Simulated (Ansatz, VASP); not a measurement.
**Two plane-wave programs on MgGeSb2**

POSCAR

```
MgGeSb2
1.0
    4.4024110455      0.0000000000      0.0000000000
    0.0000000000      4.4024110455      0.0000000000
    0.0000000000      0.0000000000      6.4951829085
Mg Sb Ge
1 2 1
Direct
    0.0000000000      0.0000000000      0.0000000000
    0.0000000000      0.5000000000      0.2607511146
    0.5000000000      0.0000000000      0.7392488854
    0.5000000000      0.5000000000      0.5000000000
```

Contents of INCAR.step1:

```
PREC = Accurate ; ENCUT = 520
ISMEAR = -1 ; SIGMA = 0.02
LREAL = F ; LASPH = T
NELM = 100 ; NBANDS = 21
GGA = PE ; ALGO = Normal
EDIFF = 1E-4 ; LWAVE = T
LCHARG = F
```

Contents of INCAR.step2:

```
PREC = Accurate ; ENCUT = 520
EDIFF = 1E-6 ; ISMEAR = -1
SIGMA = 0.02 ; LREAL = F
LASPH = T ; NELM = 100
ALGO = Normal ; ISIF = 2
LWAVE = F ; LCHARG = T
METAGGA = R2SCAN ; LMIXTAU = T
LELF = T ; LVHAR = T
NBANDS = 21 ; ISTART = 1
```

The input KPOINTS:

```
regular mesh
0
Gamma
  6 6 4
```

Input for Ansatz:

```yaml
crystal:
  lattice:
    - [4.4024110455, 0.0, 0.0]
    - [0.0, 4.4024110455, 0.0]
    - [0.0, 0.0, 6.4951829085]
  atoms:
    - { symbol: Mg, position: [0.0, 0.0, 0.0] }
    - { symbol: Sb, position: [0.0, 0.5, 0.2607511146] }
    - { symbol: Ge, position: [0.5, 0.5, 0.5] }
    - { symbol: Sb, position: [0.5, 0.0, 0.7392488854] }
kpoints:
  mp_grid: { grid: [6, 6, 4] }
  band_path:
    path:
      - [0.0, 0.0, 0.0]
      - [0.0, 0.5, 0.0]
      - [0.5, 0.5, 0.0]
      - [0.0, 0.0, 0.5]
      - [0.0, 0.5, 0.5]
      - [0.5, 0.5, 0.5]
      - [0.05, 0.5, 0.5]
    npoints: 1
hamiltonian:
  xc: r2scan
scf:
  occupations: { method: fermi_dirac, width: 0.02 }
  n_extra_bands: 5
output:
  forces: true
  stress: true
  eigenvalues: true
```

Alike in both runs: task single point; functional r2SCAN; k mesh 6 × 6 × 4; occupations fermi-dirac, width 0.02 eV; no spin polarisation.

```csv
,VASP,Ansatz
version,VASP 6.6.1,Ansatz 0.2.0
potentials or method,"VASP PAW PBE potentials, release 64 (Mg, Sb, Ge_d)","plane waves, PAW"
plane-wave cutoff (eV),520,500
valence electrons in the cell,26,54
```

|  | VASP | Ansatz | Ansatz less VASP |
| --- | --- | --- | --- |
| pressure (GPa) | 0.1 | 0.0 | -0.05 |
| rms of the force components (eV/Å) | 0.011 | 0.000 | -0.0107 |

VASP's potentials were made for PBE, not for r2SCAN. VASP's potentials hold 26 valence electrons a cell and Ansatz's 54, so a difference there can come from the potentials and not from the codes.

Spin-orbit coupling is off throughout.
